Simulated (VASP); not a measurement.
# KBe7 (Pmmm) in VASP: notebook, part 2 of 2

VASP 6.6.1.

## Step 4: Single point, PBE

This run uses another cell than the first one, of 11.41 Å³/atom.

INCAR reads:

```
SYSTEM = KBe7
ALGO = Fast ; EDIFF = 1E-7
ENCUT = 520 ; GGA = PE
ISIF = 2 ; ISMEAR = 0
LASPH = .TRUE. ; LCHARG = .TRUE.
LELF = .TRUE. ; LREAL = .FALSE.
LVHAR = .TRUE. ; LWAVE = .FALSE.
NBANDS = 22 ; NELM = 100
PREC = Accurate ; SIGMA = 0.1
```

KPOINTS reads:

```
k-points
0
G
  16 12 4
  0 0 0
```

POSCAR reads:

```
KBe7
1.0
    2.3586190696      0.0000000000      0.0000000000
    0.0000000000      3.2524708722      0.0000000000
    0.0000000000      0.0000000000     11.8979889120
K Be
1 7
Direct
    0.0000000000      0.0000000000      0.0000000000
    0.5000000000      0.5000000000      0.7806078643
    0.0000000000      0.0000000000      0.6964174621
    0.5000000000      0.5000000000      0.5947141414
    0.0000000000      0.0000000000      0.5000000000
    0.5000000000      0.5000000000      0.4052858586
    0.0000000000      0.0000000000      0.3035825379
    0.5000000000      0.5000000000      0.2193921357
```

Potentials or basis: VASP PAW PBE potentials, release 64 (K_sv, Be).

Started as:

```sh
$ cat potpaw_PBE.64/K_sv/POTCAR potpaw_PBE.64/Be/POTCAR > POTCAR
$ mpirun -np 1 vasp_std > vasp.out
```

OUTCAR:

```text
SYSTEM = KBe7
   EDIFF = 1E-7
   ENCUT = 520
   GGA = PE
   ISIF = 2
   ISMEAR = 0
   LASPH = .TRUE.
   LREAL = .FALSE.
   NELM = 100
   PREC = Accurate

 ion  position               nearest neighbor table
   1  0.000  0.000  0.000-
   2  0.500  0.500  0.781-   4 2.21   3 2.24   3 2.24   3 2.24   3 2.24
   3  0.000  0.000  0.696-   2 2.24   2 2.24   2 2.24   2 2.24   5 2.34   4 2.35   4 2.35   4 2.35
                             4 2.35
   4  0.500  0.500  0.595-   2 2.21   6 2.25   5 2.30   5 2.30   5 2.30   5 2.30   3 2.35   3 2.35
                             3 2.35   3 2.35
   5  0.000  0.000  0.500-   4 2.30   6 2.30   4 2.30   6 2.30   4 2.30   6 2.30   4 2.30   6 2.30
                             3 2.34   7 2.34
   6  0.500  0.500  0.405-   8 2.21   4 2.25   5 2.30   5 2.30   5 2.30   5 2.30   7 2.35   7 2.35
                             7 2.35   7 2.35
   7  0.000  0.000  0.304-   8 2.24   8 2.24   8 2.24   8 2.24   5 2.34   6 2.35   6 2.35   6 2.35
                             6 2.35
   8  0.500  0.500  0.219-   6 2.21   7 2.24   7 2.24   7 2.24   7 2.24

  LATTYP: Found a simple orthorhombic cell.
 ALAT       =     2.3586190696
 B/A-ratio  =     1.3789725158
 C/A-ratio  =     5.0444724480

  Lattice vectors:

 A1 = (   2.3586190696,   0.0000000000,   0.0000000000)
 A2 = (   0.0000000000,   3.2524708722,   0.0000000000)
 A3 = (   0.0000000000,   0.0000000000,  11.8979889120)
[... 194 lines left out ...]
 Fermi energy:         4.5365855306

 k-point     1 :       0.0000    0.0000    0.0000
  band No.  band energies     occupation
      1     -28.4837      2.00000
      2     -11.5446      2.00000
      3     -11.1683      2.00000
      4      -8.3013      2.00000
      5      -5.6075      2.00000
      6      -4.3806      2.00000
[... 589 lines left out ...]
     21      11.4819      0.00000
     22      12.5098      0.00000

 [... further k-points ...]
[... 5 lines left out ...]
  --------------------------------------------------------------------------------------
  -------------------------------------------------------------------------------------
  Total        0.4241849      0.0475612      0.0627031      0.0000000      0.0000000      0.0000000
  in kB        7.4459651      0.8348699      1.1006645      0.0000000      0.0000000      0.0000000
  external PRESSURE =       3.1271665 kB  Pullay stress =       0.0000000 kB

 VOLUME and BASIS-vectors are now :
 -----------------------------------------------------------------------------
  energy-cutoff  :      520.00
  volume of cell :       91.27
      direct lattice vectors                 reciprocal lattice vectors
     2.358619070  0.000000000  0.000000000     0.423976899  0.000000000  0.000000000
     0.000000000  3.252470872  0.000000000     0.000000000  0.307458557  0.000000000
     0.000000000  0.000000000 11.897988912     0.000000000  0.000000000  0.084047817

 POSITION                                       TOTAL-FORCE (eV/Angst)
 -----------------------------------------------------------------------------------
      0.00000      0.00000      0.00000        -0.000000     -0.000000      0.000000
      1.17931      1.62624      9.28766        -0.000000     -0.000000      0.001772
      0.00000      0.00000      8.28597        -0.000000     -0.000000     -0.001882
      1.17931      1.62624      7.07590        -0.000000      0.000000     -0.001252
      0.00000      0.00000      5.94899        -0.000000     -0.000000      0.000000
      1.17931      1.62624      4.82209        -0.000000      0.000000      0.001252
      0.00000      0.00000      3.61202         0.000000     -0.000000      0.001882
      1.17931      1.62624      2.61033         0.000000     -0.000000     -0.001772
 -----------------------------------------------------------------------------------
    total drift:                                0.000000      0.000000     -0.000000

  FREE ENERGIE OF THE ION-ELECTRON SYSTEM (eV)
  ---------------------------------------------------
  free  energy   TOTEN  =       -23.9328155705 eV

  energy  without entropy=      -23.9233928133  energy(sigma->0) =      -23.92810419
```

OSZICAR:

```text
N       E                     dE             d eps       ncg     rms          rms(c)
DAV:   1     0.746763749141E+02    0.74676E+02   -0.93468E+03  8316   0.899E+02
DAV:   2    -0.198035902341E+02   -0.94480E+02   -0.90579E+02  9908   0.214E+02
DAV:   3    -0.246456090118E+02   -0.48420E+01   -0.47867E+01 12146   0.377E+01
[... 20 lines left out ...]
RMM:  24    -0.239328148993E+02   -0.39062E-06   -0.39926E-06  7678   0.304E-03    0.233E-03
RMM:  25    -0.239328151634E+02   -0.26408E-06   -0.26486E-06  7195   0.254E-03    0.243E-03
RMM:  26    -0.239328153600E+02   -0.19666E-06   -0.17675E-06  6940   0.217E-03    0.219E-03
RMM:  27    -0.239328154742E+02   -0.11417E-06   -0.11820E-06  6527   0.188E-03    0.211E-03
RMM:  28    -0.239328155705E+02   -0.96268E-07   -0.80292E-07  6800   0.171E-03
   1 F= -.23932816E+02 E0= -.23928104E+02  d E =-.942276E-02
```

stdout:

```text
[... 40 lines left out ...]
 num prob  num prob  num prob  num prob  num prob  num prob  num prob  num prob  num prob  num prob  num prob  num prob  num prob  num prob  num prob  num prob  num prob  num prob  num prob  num prob  num prob  num prob  num prob  num prob  num prob  num prob  num prob  num prob  num prob  num prob  num prob  num prob  num prob  num prob  num prob  num prob  num prob  num prob  num prob  num prob  num prob  num prob  num prob  num prob  num prob  num prob  num prob  num prob  num prob  num prob  num prob  num prob  num prob  num prob  num prob  num prob  num prob  num prob  num prob  num prob  num prob  num prob  num prob  num prob  num prob  num prob  num prob  num prob  num prob  num prob  num prob  num prob  num prob  num prob  num prob  num prob  num prob  num prob  num prob  num prob  num prob  num prob  num prob  num prob  num prob  num prob  num prob  num prob  nu
```

Run time: 5.5 min. Hardware: 1 thread of Intel Xeon 6975P-C (Granite Rapids), shared host; peak memory 0.42 GiB.

Results:

- Free energy: -23.9328 eV
- Pressure: 0.3 GPa
- Band gap on the k mesh: zero (an odd number of electrons rules out a gap without spin polarisation)

## Step 5: Summary

| task | cell | k mesh | cutoff (eV) | gap on the mesh (eV) | pressure (GPa) | relaxed volume (Å³/atom) | largest force (eV/Å) |
| --- | --- | --- | --- | --- | --- | --- | --- |
| relaxation of cell and atoms | relaxed from a = 2.786, b = 3.939, c = 11.142 Å, 8 atoms, atomic positions A | 6 × 4 × 2 | 600 | none | 0.0 | 11.15 | 0.03 |
| relaxation of cell and atoms | relaxed from a = 2.442, b = 2.900, c = 12.523 Å, 8 atoms, atomic positions B | 8 × 6 × 2 | 600 | none | 0.0 | 11.15 | 0.02 |
| single point | a = 2.359, b = 3.252, c = 11.898 Å, 8 atoms, atomic positions C | 16 × 12 × 4 | 520 | none | 0.3 | - | - |

Alike in all rows: level PBE; potentials or basis VASP PAW PBE potentials, release 64 (K_sv, Be); no spin polarisation; smearing gaussian 0.1 eV.

Caveats: some runs use coarse meshes; the volume moved by over 15 % at a fixed basis, so the end points are rough (at least some runs).

Absolute energies hang on the potentials; compare differences alone.
